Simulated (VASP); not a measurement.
A run of VASP 6.6.1 is set up as follows.

Contents of INCAR:

```
ALGO     = Normal         # electronic algorithm
EDIFF    = 1E-6           # SCF threshold, eV
ENCUT    = 500            # plane-wave cutoff, eV
GGA      = PE             # functional
GGA_COMPAT= F            
ISIF     = 2              # what is computed and relaxed
ISMEAR   = 0              # smearing method
LASPH    = T              # aspherical terms in the spheres
LCHARG   = F              # write CHGCAR
LREAL    = F              # projectors in reciprocal space
LWAVE    = F              # write WAVECAR
NBANDS   = 47             # bands
NELM     = 120            # most SCF steps
PREC     = Accurate       # precision mode
SIGMA    = 0.2            # smearing width, eV
```

KPOINTS

```
k-points
0
Gamma
  4 4 4
```

The input POSCAR:

```
HfTi2Ge3
1.0
   -2.5999863315      2.5999863315      5.1691605749
    2.5999863315     -2.5999863315      5.1691605749
    2.5999863315      2.5999863315     -5.1691605749
Hf Ti Ge
1 2 3
Direct
    0.5000000000      0.5000000000      0.0000000000
    0.5000000000      0.0000000000      0.5000000000
    0.0000000000      0.5000000000      0.5000000000
    0.2474651500      0.2474651500      0.0000000000
    0.7525348500      0.7525348500      0.0000000000
    0.0000000000      0.0000000000      0.0000000000
```

Potentials or basis: VASP PAW PBE potentials, release 64 (Hf_pv, Ti_sv, Ge_d).

The run is started by

```console
$ cat potpaw_PBE.64/Hf_pv/POTCAR potpaw_PBE.64/Ti_sv/POTCAR potpaw_PBE.64/Ge_d/POTCAR > POTCAR
$ mpirun -np 1 vasp_std > vasp.out
```

(1) Estimate the pressure.

(2) Estimate the largest force.

Results:

(1) 0.0 GPa.

(2) 0.011 eV/Å.

Caveat: the k points lie up to 0.43 Å⁻¹ apart.
